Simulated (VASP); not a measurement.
Write the native input for VASP 6.6.1 that does the following.

```yaml
Task: single point
Functional: PBE
Potentials_or_basis: VASP PAW PBE potentials, release 64 (Ni)
Cutoff: 520 eV
k_mesh: 22 × 22 × 22
Occupations: gaussian, width 0.15 eV
Spin: collinear spin, ferromagnetic start
Starting_moments: "[0.75] μB"
Dipole_correction: no
Further_INCAR_settings: ALGO = Normal; EDIFF = 1e-07; NBANDS = 15
```

The structure of Ni lies in POSCAR:

```
Ni
1.0
    0.0000000000      1.8910712758      1.4952656599
    1.8910712758      0.0000000000      1.4952656599
    1.8910712758      1.8910712758      0.0000000000
Ni
1
Direct
    0.0000000000      0.0000000000      0.0000000000
```

This cell differs from its parent crystal: strain +e along x and -e along y +0.0000, strain +e along z and -e/2 along x and y -0.1500.

One way to write it, as run:

INCAR

```
SYSTEM = Ni
PREC = Accurate
ENCUT = 520
EDIFF = 1E-7
ISMEAR = 0
SIGMA = 0.15
LREAL = .FALSE.
LASPH = .TRUE.
NELM = 150
ALGO = Normal
ISIF = 2
LWAVE = .FALSE.
LCHARG = .FALSE.
ISPIN = 2
MAGMOM = 0.75
LORBIT = 11
LMAXMIX = 4
GGA = PE
NBANDS = 15
```

KPOINTS

```
regular mesh
0
G
  22 22 22
  0 0 0
```

Potentials or basis: VASP PAW PBE potentials, release 64 (Ni).

Command:

```bash
$ cat potpaw_PBE.64/Ni/POTCAR > POTCAR
$ mpirun -np 1 vasp_std > vasp.out
```

It gave:

| Item | Value |
| --- | --- |
| Pressure | 5.2 GPa |
| Net moment | 0.56 μB per cell |
| Site moments | Ni +0.57 μB |
| Valence electrons inside the program's atomic spheres | Ni 9.35 |

Caveat: the cell differs from its parent crystal (strain +e along x and -e along y +0.0000, strain +e along z and -e/2 along x and y -0.1500).

It took 2.7 min on 1 thread of AMD EPYC 9R45 96-Core Processor (Zen 5), with other jobs on the host, peak memory 0.26 GiB.
